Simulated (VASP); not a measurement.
Runs of VASP 6.6.1 on Si. The structure is that of space group P2_1/m (No. 11), or close to it. The cells are those of the table. 

```csv
cell,further INCAR settings,gap on the mesh (eV),pressure (GPa),largest force (eV/Å)
"a = 6.622, b = 5.903, c = 12.654 Å, angles 90.0, 90.0, 141.1°, 12 atoms",ALGO = Fast; EDIFF = 1e-07; NBANDS = 36,none,-9.4,0.77
"a = 5.772, b = 5.054, c = 12.654 Å, angles 90.0, 90.0, 141.3°, 12 atoms",ALGO = Fast; EDIFF = 1e-06; NBANDS = 36,none,13.9,3.83
"a = 7.102, b = 6.027, c = 12.654 Å, angles 90.0, 90.0, 141.6°, 12 atoms",ALGO = Fast; EDIFF = 1e-06; NBANDS = 36,none,-10.2,0.80
"a = 6.055, b = 5.337, c = 12.654 Å, angles 90.0, 90.0, 141.2°, 12 atoms",ALGO = Fast; EDIFF = 1e-07; NBANDS = 36,none,(a),2.10
```

Alike in all rows: task single point; level PBEsol; potentials or basis VASP PAW PBE potentials, release 64 (Si); no spin polarisation; k mesh 10 × 10 × 4; cutoff (eV) 520; smearing gaussian 0.05 eV.

Question: Fill in the values left out.

Answer: (a) 1.9.

Caveats: semilocal functionals underestimate gaps, and a narrow one can read as zero; the PAW data sets were made with another functional, which shifts forces and pressure a little; the stress differs along the axes, from -13 to -3 GPa (at least some runs); the stress differs along the axes, from 8 to 18 GPa (at least some runs); the stress differs along the axes, from -14 to -4 GPa (at least some runs).

A gap of «none» marks levels without a gap at the run's occupations.
